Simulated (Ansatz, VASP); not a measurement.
# VSe7: VASP beside Ansatz

INCAR

```
ALGO     = Normal         # electronic algorithm
EDIFF    = 1E-6           # SCF threshold, eV
ENCUT    = 520            # plane-wave cutoff, eV
GGA      = PE             # functional
ISIF     = 2              # what is computed and relaxed
ISMEAR   = 0              # smearing method
ISPIN    = 2              # spin polarisation
LASPH    = T              # aspherical terms in the spheres
LCHARG   = F              # write CHGCAR
LMAXMIX  = 4              # l up to which the mixer works
LORBIT   = 11             # projections on sites
LREAL    = F              # projectors in reciprocal space
LWAVE    = F              # write WAVECAR
MAGMOM   = 2 0 0 0 0 0 0 0 # initial moments
NBANDS   = 42             # bands
NELM     = 150            # most SCF steps
PREC     = Accurate       # precision mode
SIGMA    = 0.1            # smearing width, eV
```

The input KPOINTS:

```
k-points
0
Gamma
  4 4 4
```

Contents of POSCAR:

```
VSe7
1.0
    6.1599568000      0.0000000000      0.0000000000
    0.0000000000      6.1599568000      0.0000000000
    0.0000000000      0.0000000000      6.1599568000
V Se
1 7
Direct
    0.0000000000      0.0000000000      0.0000000000
    0.0000000000      0.5000000000      0.5000000000
    0.5000000000      0.0000000000      0.5000000000
    0.5000000000      0.5000000000      0.0000000000
    0.5000000000      0.0000000000      0.0000000000
    0.0000000000      0.5000000000      0.0000000000
    0.0000000000      0.0000000000      0.5000000000
    0.5000000000      0.5000000000      0.5000000000
```

Input for Ansatz:

```yaml
crystal:
  lattice:
    - [6.1599568, 0.0, 0.0]
    - [0.0, 6.1599568, 0.0]
    - [0.0, 0.0, 6.1599568]
  atoms:
    - { symbol: V, position: [0.0, 0.0, 0.0], spin: 2.0 }
    - { symbol: Se, position: [0.0, 0.5, 0.5] }
    - { symbol: Se, position: [0.5, 0.0, 0.5] }
    - { symbol: Se, position: [0.5, 0.5, 0.0] }
    - { symbol: Se, position: [0.5, 0.0, 0.0] }
    - { symbol: Se, position: [0.0, 0.5, 0.0] }
    - { symbol: Se, position: [0.0, 0.0, 0.5] }
    - { symbol: Se, position: [0.5, 0.5, 0.5] }
basis:
  ecutwfc: 420
kpoints:
  mp_grid: { grid: [4, 4, 4] }
hamiltonian:
  xc: pbe
scf:
  occupations: { method: gaussian, width: 0.1 }
  lower_state_search: "off"
output:
  forces: true
  stress: true
  eigenvalues: true
  populations: true
magnetization:
  spin_polarized: true
```

Alike in both runs: task single point; functional PBE; k mesh 4 × 4 × 4; occupations gaussian, width 0.1 eV; collinear spin.

```csv
,VASP,Ansatz
version,VASP 6.6.1,Ansatz 0.2.0
potentials or method,"VASP PAW PBE potentials, release 64 (V_sv, Se), cutoff 520 eV","scalar-relativistic, plane waves, PAW"
valence electrons in the cell,55,125
```

```tsv
	VASP	Ansatz	Ansatz less VASP
gap on the k mesh at the Fermi level (eV)	none	none	-
pressure (GPa)	-10.5	-10.5	0.00
net moment per atom (μB)	0.36	0.36	0.000
size of the moment on the site where the two differ most (μB)	2.74	2.84	+0.100
```

Site moments also hang on the region over which each program counts them. A gap of «none» marks a metal or a gap that the smearing closes. With one functional, cell and mesh, what is left measures potentials, basis and numerics. VASP's potentials hold 55 valence electrons a cell and Ansatz's 125, so a difference there can come from the potentials and not from the codes.
